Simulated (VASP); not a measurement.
# Ir in VASP: settings compared, part 2 of 2

VASP 6.6.1.

## (5) Elastic constants, PBEsol

File INCAR:

```
SYSTEM = Ir
PREC = Accurate ; ENCUT = 600
EDIFF = 1E-8 ; ISMEAR = -1
SIGMA = 0.05 ; LREAL = .False.
LASPH = .True. ; NELM = 60
ALGO = Normal ; ISIF = 3
LWAVE = .False. ; LCHARG = .False.
GGA = PS ; IBRION = 6
NFREE = 2 ; POTIM = 0.015
NSW = 1
```

File KPOINTS:

```
Automatic mesh
0
Gamma
  9 9 9
  0 0 0
```

File POSCAR:

```
Ir
1.0
    0.0000000000      1.9156000000      1.9156000000
    1.9156000000      0.0000000000      1.9156000000
    1.9156000000      1.9156000000      0.0000000000
Ir
1
Direct
    0.0000000000      0.0000000000      0.0000000000
```

Potentials or basis: VASP PAW PBE potentials, release 64 (Ir).

Command:

```console
> cat potpaw_PBE.64/Ir/POTCAR > POTCAR
> mpirun -np 1 vasp_std > vasp.out
```

OUTCAR:

```text
SYSTEM = Ir
   PREC = Accurate
   ENCUT = 600
   EDIFF = 1E-8
   ISMEAR = -1
   LREAL = .False.
   LASPH = .True.
   NELM = 60
   ISIF = 3
   GGA = PS
   IBRION = 6
   NFREE = 2
   POTIM = 0.015
   NSW = 1

 ion  position               nearest neighbor table
   1  0.000  0.000  0.000-

  LATTYP: Found a face centered cubic cell.
 ALAT       =     3.8312000000
[... 696 lines left out ...]
      0.000000  0.000000  0.000000     0.948683   -0.316228    0.000000

   2 f/i=    0.000000 THz     0.000000 2PiTHz    0.000000 cm-1     0.000000 meV
             X         Y         Z           dx          dy          dz
      0.000000  0.000000  0.000000     0.000000    0.000000    1.000000

   3 f/i=    0.000000 THz     0.000000 2PiTHz    0.000000 cm-1     0.000000 meV
             X         Y         Z           dx          dy          dz
      0.000000  0.000000  0.000000     0.316228    0.948683    0.000000

--------------------------------------------------------------------------------------------------------

 ELASTIC MODULI CONTR FROM IONIC RELAXATION (kBar)
 Direction    XX          YY          ZZ          XY          YZ          ZX
 --------------------------------------------------------------------------------
 XX           0.0000      0.0000      0.0000      0.0000      0.0000      0.0000
 YY           0.0000      0.0000      0.0000      0.0000      0.0000      0.0000
 ZZ           0.0000      0.0000      0.0000      0.0000      0.0000      0.0000
 XY           0.0000      0.0000      0.0000      0.0000      0.0000      0.0000
 YZ           0.0000      0.0000      0.0000      0.0000      0.0000      0.0000
 ZX           0.0000      0.0000      0.0000      0.0000      0.0000      0.0000
 --------------------------------------------------------------------------------

 TOTAL ELASTIC MODULI (kBar)
 Direction    XX          YY          ZZ          XY          YZ          ZX
 --------------------------------------------------------------------------------
 XX        6853.7348   2456.7097   2456.7097     -0.0000      0.0000      0.0000
 YY        2456.7097   6853.7348   2456.7097     -0.0000     -0.0000     -0.0000
 ZZ        2456.7097   2456.7097   6853.7348      0.0000      0.0000      0.0000
 XY          -0.0000     -0.0000      0.0000   3156.7591      0.0000      0.0000
 YZ           0.0000     -0.0000      0.0000      0.0000   3156.7591      0.0000
 ZX           0.0000     -0.0000      0.0000      0.0000      0.0000   3156.7591
 --------------------------------------------------------------------------------
```

OSZICAR:

```text
N       E                     dE             d eps       ncg     rms          rms(c)
DAV:   1     0.470760189067E+02    0.47076E+02   -0.49570E+03   560   0.116E+03
DAV:   2    -0.978439391814E+01   -0.56860E+02   -0.55638E+02   568   0.213E+02
DAV:   3    -0.104701957422E+02   -0.68580E+00   -0.68522E+00   784   0.321E+01
[... 161 lines left out ...]
DAV:   4    -0.984477988656E+01    0.11467E-03   -0.36521E-04   704   0.147E-01    0.993E-03
DAV:   5    -0.984477904202E+01    0.84454E-06   -0.72861E-06   728   0.358E-02    0.114E-03
DAV:   6    -0.984477902961E+01    0.12404E-07   -0.20396E-07   736   0.585E-03    0.164E-03
DAV:   7    -0.984477900420E+01    0.25415E-07   -0.15025E-07   680   0.556E-03    0.872E-05
DAV:   8    -0.984477900478E+01   -0.57594E-09   -0.32701E-10   336   0.229E-04
  15 F= -.98447790E+01 E0= -.98428293E+01  d E =-.389951E-02
```

stdout:

```text
POSCAR found type information on POSCAR Ir
 POSCAR found :  1 types and       1 ions
 scaLAPACK will be used
 -----------------------------------------------------------------------------
|                                                                             |
|                                                                             |
|     You enforced a specific xc type in the INCAR file but a different       |
|     I HOPE YOU KNOW WHAT YOU ARE DOING!                                     |
|                                                                             |
 -----------------------------------------------------------------------------

 LDA part: xc-table for (Slater+PW92), standard interpolation
 POSCAR, INCAR and KPOINTS ok, starting setup
 FFT: planning ... GRIDC
 FFT: planning ... GRID_SOFT
 FFT: planning ... GRID
 WAVECAR not read
 entering main loop
 Found     1 degrees of freedom:
 Adding 6 more for cell shape distortion
 Finite differences POTIM= 0.01500 DOF=   7
 bond charge predicted
 Finite differences progress:
 bond charge predicted
 Finite differences progress:
 bond charge predicted
 Finite differences progress:
 bond charge predicted
 Finite differences progress:
 bond charge predicted
 Finite differences progress:
 bond charge predicted
 Finite differences progress:
 bond charge predicted
 Finite differences progress:
 bond charge predicted
 Finite differences progress:
 bond charge predicted
 Finite differences progress:
 bond charge predicted
 Finite differences progress:
 bond charge predicted
 Finite differences progress:
 bond charge predicted
 Finite differences progress:
 bond charge predicted
 Finite differences progress:
 bond charge predicted
 Finite differences progress:
```

Run time: 4 min. Hardware: 1 thread of Intel Xeon 6975P-C, shared host; peak memory 0.2 GiB.

What came out:

```
Elastic constants C11, C12, C44 : 685, 246, 316 GPa
Voigt bulk modulus              : 392 GPa
```

Elastic tensor in Voigt notation (GPa, in the Cartesian axes of the cell as first typed):
```
685 246 246   0   0   0
246 685 246   0   0   0
246 246 685   0   0   0
  0   0   0 316   0   0
  0   0   0   0 316   0
  0   0   0   0   0 316
```

Clamped-ion elastic tensor (GPa):
```
685 246 246   0   0   0
246 685 246   0   0   0
246 246 685   0   0   0
  0   0   0 316   0   0
  0   0   0   0 316   0
  0   0   0   0   0 316
```

Caveat: the PAW data sets were made with another functional, which shifts forces and pressure a little.
